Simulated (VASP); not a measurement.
# MnO (P6_3mc) in VASP: notebook, part 2 of 2

VASP 6.6.1. The steps go on from the part before.

### Step 3. Single point, PBE, collinear spin, ferromagnetic start

File INCAR:

```
PREC = Accurate
ENCUT = 600
EDIFF = 1E-6
ISMEAR = 0
SIGMA = 0.05
LREAL = F
LASPH = T
NELM = 200
ALGO = Normal
ISIF = 2
LWAVE = F
LCHARG = F
ISPIN = 2
MAGMOM = 5 5 0 0
LORBIT = 11
LMAXMIX = 4
GGA = PE
NBANDS = 31
GGA_COMPAT = F
```

File KPOINTS:

```
regular mesh
0
Gamma
  12 12 6
```

File POSCAR:

```
MnO
1.0
    3.3717001892      0.0000000000      0.0000000000
   -1.6858500946      2.9199780178      0.0000000000
    0.0000000000      0.0000000000      5.3854988179
Mn O
2 2
Direct
    0.3333333333      0.6666666667      0.0109600000
    0.6666666667      0.3333333333      0.5109600000
    0.3333333333      0.6666666667      0.3754700000
    0.6666666667      0.3333333333      0.8754700000
```

Potentials or basis: VASP PAW PBE potentials, release 64 (Mn_pv, O).

Run with:

```bash
$ cat potpaw_PBE.64/Mn_pv/POTCAR potpaw_PBE.64/O/POTCAR > POTCAR
$ mpirun -np 1 vasp_std > vasp.out
```

OUTCAR:

```text
PREC = Accurate
   ENCUT = 600
   EDIFF = 1E-6
   ISMEAR = 0
   LREAL = F
   LASPH = T
   NELM = 200
   ISIF = 2
   ISPIN = 2
   LORBIT = 11
   GGA = PE

 ion  position               nearest neighbor table
   1  0.333  0.667  0.011-   3 1.96   4 2.08   4 2.08   4 2.08
   2  0.667  0.333  0.511-   4 1.96   3 2.08   3 2.08   3 2.08
   3  0.333  0.667  0.375-   1 1.96   2 2.08   2 2.08   2 2.08
   4  0.667  0.333  0.875-   2 1.96   1 2.08   1 2.08   1 2.08

  LATTYP: Found a hexagonal cell.
 ALAT       =     3.3717001892
 C/A-ratio  =     1.5972650342

  Lattice vectors:

 A1 = (   3.3717001892,   0.0000000000,   0.0000000000)
 A2 = (  -1.6858500946,   2.9199780178,   0.0000000000)
 A3 = (   0.0000000000,   0.0000000000,   5.3854988179)

Analysis of symmetry for initial positions (statically):
=====================================================================
 Subroutine PRICEL returns:
 Original cell was already a primitive cell.

 Routine SETGRP: Setting up the symmetry group for a
 hexagonal supercell.

 Subroutine GETGRP returns: Found 12 space group operations
 (whereof  6 operations were pure point group operations)
 out of a pool of 24 trial point group operations.

The static configuration has the point symmetry C_3v.
 The point group associated with its full space group is C_6v.

Analysis of symmetry for dynamics (positions and initial velocities):
=====================================================================
 Subroutine PRICEL returns:
 Original cell was already a primitive cell.

 Routine SETGRP: Setting up the symmetry group for a
 hexagonal supercell.

 Subroutine GETGRP returns: Found 12 space group operations
 (whereof  6 operations were pure point group operations)
 out of a pool of 24 trial point group operations.

The dynamic configuration has the point symmetry C_3v.
 The point group associated with its full space group is C_6v.

Analysis of structural, dynamic, and magnetic symmetry:
=====================================================================
 Subroutine PRICEL returns:
 Original cell was already a primitive cell.

 Routine SETGRP: Setting up the symmetry group for a
 hexagonal supercell.

 Subroutine GETGRP returns: Found 12 space group operations
 (whereof  6 operations were pure point group operations)
 out of a pool of 24 trial point group operations.

The overall configuration has the point symmetry C_3v.
 The point group associated with its full space group is C_6v.

 Subroutine INISYM returns: Found 12 space group operations
 (whereof  6 operations are pure point group operations),
 and found     1 'primitive' translations

----------------------------------------------------------------------------------------

                                     Primitive cell

  volume of cell :      53.0218

  direct lattice vectors                    reciprocal lattice vectors
     3.371700189  0.000000000  0.000000000     0.296586275  0.171234166  0.000000000
    -1.685850095  2.919978018  0.000000000     0.000000000  0.342468332  0.000000000
     0.000000000  0.000000000  5.385498818     0.000000000  0.000000000  0.185683821

  length of vectors
[... 78 lines left out ...]
   ISTART =      0    job   : 0-new  1-cont  2-samecut
   ICHARG =      2    charge: 1-file 2-atom 10-const
   ISPIN  =      2    spin polarized calculation?
   LNONCOLLINEAR =      F non collinear calculations
   LSORBIT =      F    spin-orbit coupling
   LASPH  =      T    aspherical Exc in radial PAW
   ENCUT  =  600.0 eV  44.10 Ry    6.64 a.u.   6.73  6.73 10.76*2*pi/ulx,y,z
   NELM   =    200;   NELMIN=  2; NELMDL= -5     # of ELM steps
   EDIFF  = 0.1E-05   stopping-criterion for ELM
   LREAL  =      F    real-space projection
   EDIFFG = 0.1E-04   stopping-criterion for IOM
   NSW    =      0    number of steps for IOM
   IBRION =     -1    ionic relax: 0-MD 1-quasi-New 2-CG
   NFREE  =      0    steps in history (QN), initial steepest desc. (CG)
   ISIF   =      2    stress and relaxation
   ISYM   =      2    0-nonsym 1-usesym 2-fastsym
   POTIM  = 0.5000    time-step for ionic-motion
   TEBEG  =    0.0;   TEEND  =   0.0 temperature during run
   PSTRESS=    0.0 pullay stress
   NELECT =      38.0000    total number of electrons
   NUPDOWN=      -1.0000    fix difference up-down
   EMIN   =  10.00;   EMAX   =-10.00  energy-range for DOS
   EFERMI =   0.00;   METHOD = LEGACY
   ISMEAR =     0;   SIGMA  =   0.05  broadening in eV -4-tet -1-fermi 0-gaus
   EFERMI_NEDOS =   21; number of points for ismear=-14 and -15
   IALGO  =     38    algorithm
   IMIX   =      4    mixing-type and parameters
     AMIX     =   0.40;   BMIX     =  1.00
     AMIX_MAG =   1.60;   BMIX_MAG =  1.00
  volume/ion in A,a.u.               =      13.26        89.45
  Fermi-wavevector in a.u.,A,eV,Ry     =   1.465046  2.768535 29.202991  2.146359
  Thomas-Fermi vector in A             =   2.580949
   LORBIT       =     11    0 simple, 1 ext, 2 COOP (PROOUT), +10 PAW based schemes
   GGA     = PE    functional components
   LHFCALC =     F    Hartree Fock is set to
   AEXX    =    0.0000 exact exchange contribution
   IVDW    =     0    specifies the selected vdW correction
   LEPSILON=     F    determine dielectric tensor
   LRPA    =     F    only Hartree local field effects (RPA)
 spin polarized calculation
 Gauss-broadening in eV      SIGMA  =   0.05
  energy-cutoff  :      600.00
  volume of cell :       53.02
 maximum number of plane-waves:      1798
 NGX is ok and might be reduce to    28
   NGX = 13   NGY = 13   NGZ = 21

 number of electron      37.9999998 magnetization      10.1627202

 number of electron      37.9999998 magnetization       9.9977860

 Free energy of the ion-electron system (eV)
  ---------------------------------------------------
  ext. energy  EPLUGINS =         0.00000000
  ---------------------------------------------------
  free energy    TOTEN  =       -32.78019960 eV

  energy without entropy =      -32.78006501  energy(sigma->0) =      -32.78013231

 E-fermi :   5.8979     XC(G=0): -10.5823

 val. band max:        5.8851335505   @ k =   0.0000   0.0000   0.0000
 cond. band min:       5.9562977220   @ k =   0.0000   0.0000   0.0000
 fundamental gap:      0.0711641715
 Fermi energy:         5.8979361917

 spin component 1

 k-point     1 :       0.0000    0.0000    0.0000
  band No.  band energies     occupation
      1     -44.7181      1.00000
      2     -44.7181      1.00000
      3     -44.7155      1.00000
      4     -44.7123      1.00000
      5     -44.7123      1.00000
      6     -44.6784      1.00000
[... 805 lines left out ...]
     30      16.4410      0.00000
     31      17.2733      0.00000

 [... further k-points ...]

 spin component 2

 k-point     1 :       0.0000    0.0000    0.0000
  band No.  band energies     occupation
      1     -40.0087      1.00000
      2     -39.9829      1.00000
      3     -39.9829      1.00000
      4     -39.9752      1.00000
      5     -39.9752      1.00000
      6     -39.9584      1.00000
[... 805 lines left out ...]
     30      18.1258      0.00000
     31      18.7664      0.00000

 [... further k-points ...]
[... 5 lines left out ...]
  --------------------------------------------------------------------------------------
  -------------------------------------------------------------------------------------
  Total        1.2104880      1.2104880      3.9572730      0.0000000      0.0000000      0.0000000
  in kB       36.5777186     36.5777186    119.5782326      0.0000000      0.0000000      0.0000000
  external PRESSURE =      64.2445566 kB  Pullay stress =       0.0000000 kB

 VOLUME and BASIS-vectors are now :
 -----------------------------------------------------------------------------
  energy-cutoff  :      600.00
  volume of cell :       53.02
      direct lattice vectors                 reciprocal lattice vectors
     3.371700189  0.000000000  0.000000000     0.296586275  0.171234166  0.000000000
    -1.685850095  2.919978018  0.000000000     0.000000000  0.342468332  0.000000000
     0.000000000  0.000000000  5.385498818     0.000000000  0.000000000  0.185683821

 POSITION                                       TOTAL-FORCE (eV/Angst)
 -----------------------------------------------------------------------------------
     -0.00000      1.94665      0.05903         0.000000     -0.000000     -0.652935
      1.68585      0.97333      2.75177        -0.000000      0.000000     -0.652935
     -0.00000      1.94665      2.02209         0.000000     -0.000000      0.652935
      1.68585      0.97333      4.71484        -0.000000     -0.000000      0.652935
 -----------------------------------------------------------------------------------
    total drift:                               -0.000000      0.000000     -0.000294

  FREE ENERGIE OF THE ION-ELECTRON SYSTEM (eV)
  ---------------------------------------------------
  free  energy   TOTEN  =       -32.7801996049 eV

  energy  without entropy=      -32.7800650059  energy(sigma->0) =      -32.78013231

 total charge

# of ion       s       p       d       tot
------------------------------------------
    1        0.241   6.230   4.957  11.428
    2        0.241   6.230   4.957  11.428
    3        1.552   3.465   0.000   5.017
    4        1.552   3.465   0.000   5.017
--------------------------------------------------
tot          3.586  19.390   9.914  32.890

 magnetization (x)

# of ion       s       p       d       tot
------------------------------------------
    1        0.038   0.063   4.314   4.414
    2        0.038   0.063   4.314   4.414
    3        0.020   0.185   0.000   0.205
    4        0.020   0.185   0.000   0.205
--------------------------------------------------
tot          0.115   0.496   8.627   9.239
```

OSZICAR:

```text
N       E                     dE             d eps       ncg     rms          rms(c)
DAV:   1     0.479591600506E+03    0.47959E+03   -0.23015E+04  9432   0.160E+03
DAV:   2     0.224582691030E+01   -0.47735E+03   -0.44441E+03  9670   0.464E+02
DAV:   3    -0.376636469532E+02   -0.39909E+02   -0.39111E+02 10755   0.141E+02
DAV:   4    -0.383338052142E+02   -0.67016E+00   -0.66957E+00  9907   0.194E+01
DAV:   5    -0.383406018007E+02   -0.67966E-02   -0.67964E-02 10838   0.206E+00    0.225E+01
DAV:   6    -0.330973174302E+02    0.52433E+01   -0.24235E+01 11743   0.458E+01    0.180E+01
DAV:   7    -0.327934095514E+02    0.30391E+00   -0.31443E+00  9769   0.220E+01    0.121E+01
DAV:   8    -0.328043174395E+02   -0.10908E-01   -0.42449E-01 10313   0.386E+00    0.714E+00
DAV:   9    -0.327732438797E+02    0.31074E-01   -0.75940E-02  9967   0.267E+00    0.197E+00
DAV:  10    -0.327784836193E+02   -0.52397E-02   -0.20513E-02  9893   0.144E+00    0.447E-01
DAV:  11    -0.327799310768E+02   -0.14475E-02   -0.17297E-03 10355   0.434E-01    0.190E-01
DAV:  12    -0.327801264024E+02   -0.19533E-03   -0.16835E-04 10285   0.892E-02    0.559E-02
DAV:  13    -0.327801709141E+02   -0.44512E-04   -0.21491E-05  9986   0.465E-02    0.383E-02
DAV:  14    -0.327801978813E+02   -0.26967E-04   -0.26157E-05  9781   0.291E-02    0.107E-02
DAV:  15    -0.327801993265E+02   -0.14453E-05   -0.12462E-06  8876   0.989E-03    0.308E-03
DAV:  16    -0.327801996049E+02   -0.27833E-06   -0.39330E-07  6689   0.494E-03
   1 F= -.32780200E+02 E0= -.32780132E+02  d E =-.134599E-03  mag=     9.9979
```

stdout:

```text
POSCAR found type information on POSCAR MnO
 POSCAR found :  2 types and       4 ions
 scaLAPACK will be used
 LDA part: xc-table for (Slater+PW92), standard interpolation
 POSCAR, INCAR and KPOINTS ok, starting setup
 FFT: planning ... GRIDC
 FFT: planning ... GRID_SOFT
 FFT: planning ... GRID
 WAVECAR not read
 entering main loop
```

It took 5 min on 1 thread of Intel Xeon 6975P-C, shared host; peak memory 0.36 GiB.

What came out:

- Free energy: -32.7802 eV
- Pressure: 6.4 GPa
- Largest force: 0.653 eV/Å
- Band gap on the k mesh: zero (filled and empty bands overlap)
- Net moment: 10.00 μB per cell
- Site moments: Mn +4.41; O +0.20 μB
- Valence electrons inside the program's atomic spheres: Mn 11.43; O 5.02

Forces in eV/Å, atoms in the order of the input:
```
Mn   0.000  0.000 -0.653
Mn   0.000  0.000 -0.653
O    0.000  0.000  0.653
O    0.000  0.000  0.653
```

Levels at points of the mesh, in eV from the Fermi level:
Spin up:
```tsv
k point	band 20	band 21	band 22	band 23	band 24	band 25	band 26	band 27	band 28	band 29
(0.00, 0.00, 0.00)	-1.50	-1.08	-1.08	-0.01	-0.01	0.06	3.73	5.58	11.56	11.56
(0.50, 0.00, 0.00)	-2.47	-2.09	-1.90	-0.87	-0.74	3.90	4.28	5.82	7.60	9.17
(0.00, 0.00, 0.50)	-1.47	-0.57	-0.57	-0.57	-0.57	1.22	1.22	8.43	8.43	11.67
(0.50, 0.00, 0.50)	-2.41	-1.32	-1.32	-1.23	-1.23	3.88	3.88	6.14	6.14	10.53
```
Spin down:
```tsv
k point	band 10	band 11	band 12	band 13	band 14	band 15	band 16	band 17	band 18	band 19
(0.00, 0.00, 0.00)	-5.11	-4.94	-4.94	-4.74	-4.74	-0.08	0.95	0.95	1.10	1.73
(0.50, 0.00, 0.00)	-5.95	-5.36	-4.93	-4.85	-4.67	0.42	0.45	1.24	1.50	1.56
(0.00, 0.00, 0.50)	-5.99	-4.86	-4.86	-4.86	-4.86	1.43	1.43	1.43	1.43	1.47
(0.50, 0.00, 0.50)	-6.40	-4.94	-4.94	-4.77	-4.77	0.92	0.92	1.52	1.52	1.70
```

Caveat: semilocal functionals often make such compounds metallic where correlation or magnetic order opens a gap, which also shifts bond lengths; only a ferromagnetic start was run, and an antiferromagnetic order may lie lower in energy. With open d or f shells a metallic result of PBE can be an artefact of self-interaction; +U or a hybrid may open a gap.

### Step 4. Single point, PBE, collinear spin, ferromagnetic start

File INCAR:

```
PREC = Accurate
ENCUT = 600
EDIFF = 1E-6
ISMEAR = 0
SIGMA = 0.05
LREAL = False
LASPH = True
NELM = 200
ALGO = Normal
ISIF = 2
LWAVE = False
LCHARG = False
ISPIN = 2
MAGMOM = 4.22 4.22 0 0
LORBIT = 11
LMAXMIX = 4
GGA = PE
NBANDS = 31
GGA_COMPAT = False
```

File KPOINTS:

```
Automatic mesh
0
Gamma
  12 12 6
```

File POSCAR:

```
MnO
1.0
    3.3980152691      0.0000000000      0.0000000000
   -1.6990076346      2.9427675455      0.0000000000
    0.0000000000      0.0000000000      5.3024085056
Mn O
2 2
Direct
    0.3333333333      0.6666666667     -0.0020889673
    0.6666666667      0.3333333333      0.4979110327
    0.3333333333      0.6666666667      0.3885189673
    0.6666666667      0.3333333333      0.8885189673
```

Run with:

```bash
$ cat potpaw_PBE.64/Mn_pv/POTCAR potpaw_PBE.64/O/POTCAR > POTCAR
$ mpirun -np 1 vasp_std > vasp.out
```

It took 4.8 min on 1 thread of Intel Xeon 6975P-C, shared host; peak memory 0.34 GiB.

It converged, with:

* Free energy: -32.8447 eV
* Pressure: 5.5 GPa
* Largest force: 0.009 eV/Å
* Band gap on the k mesh: zero (filled and empty bands overlap)
* Net moment: 10.00 μB per cell
* Site moments: Mn +4.42; O +0.20 μB
* Valence electrons inside the program's atomic spheres: Mn 11.42; O 5.01

Forces on the atoms (eV/Å):
```
Mn   0.000  0.000  0.009
Mn   0.000  0.000  0.009
O    0.000  0.000 -0.009
O    0.000  0.000 -0.009
```

Stress tensor (GPa, compression positive):
```
5.66 0.00 0.00
0.00 5.66 0.00
0.00 0.00 5.24
```

Levels at points of the mesh, in eV from the Fermi level:
Spin up:
```csv
k point,band 21,band 22,band 23,band 24,band 25,band 26,band 27,band 28
"(0.00, 0.00, 0.00)",-0.69,-0.69,-0.44,0.07,0.07,3.68,5.53,11.27
"(0.50, 0.00, 0.00)",-1.98,-1.95,-1.01,-0.95,4.01,4.31,5.95,7.46
"(0.00, 0.00, 0.50)",-0.34,-0.34,-0.34,-0.34,1.15,1.15,8.44,8.44
"(0.50, 0.00, 0.50)",-1.42,-1.42,-1.23,-1.23,3.86,3.86,6.21,6.21
```
Spin down:
```csv
k point,band 10,band 11,band 12,band 13,band 14,band 15,band 16,band 17,band 18,band 19
"(0.00, 0.00, 0.00)",-5.10,-5.10,-5.02,-5.02,-4.72,-0.09,0.96,0.96,1.54,1.75
"(0.50, 0.00, 0.00)",-5.92,-5.27,-4.84,-4.80,-4.68,0.16,0.82,1.02,1.31,1.49
"(0.00, 0.00, 0.50)",-5.82,-5.08,-5.08,-5.08,-5.08,1.45,1.45,1.45,1.45,1.72
"(0.50, 0.00, 0.50)",-6.42,-4.83,-4.83,-4.83,-4.83,0.89,0.89,1.57,1.57,1.58
```

Caveat: semilocal functionals often make such compounds metallic where correlation or magnetic order opens a gap, which also shifts bond lengths; only a ferromagnetic start was run, and an antiferromagnetic order may lie lower in energy.

### Step 5. Summary

| spin | cell | gap on the mesh (eV) | pressure (GPa) | moment (μB) | largest force (eV/Å) |
| --- | --- | --- | --- | --- | --- |
| off | a = 3.398, b = 3.398, c = 5.302 Å, angles 90.0, 90.0, 120.0°, 4 atoms | none | -29.5 | - | 0.26 |
| collinear, ferromagnetic start | a = 3.372, b = 3.372, c = 5.385 Å, angles 90.0, 90.0, 120.0°, 4 atoms | none | 6.4 | 10.00 | 0.65 |
| collinear, ferromagnetic start | a = 3.398, b = 3.398, c = 5.302 Å, angles 90.0, 90.0, 120.0°, 4 atoms | none | 5.5 | 10.00 | 0.01 |

Alike in all rows: task single point; level PBE; potentials or basis VASP PAW PBE potentials, release 64 (Mn_pv, O); k mesh 12 × 12 × 6; cutoff (eV) 600; smearing gaussian 0.05 eV.

Caveats: semilocal functionals often make such compounds metallic where correlation or magnetic order opens a gap, which also shifts bond lengths.

Absolute energies hang on the potentials; compare differences alone.
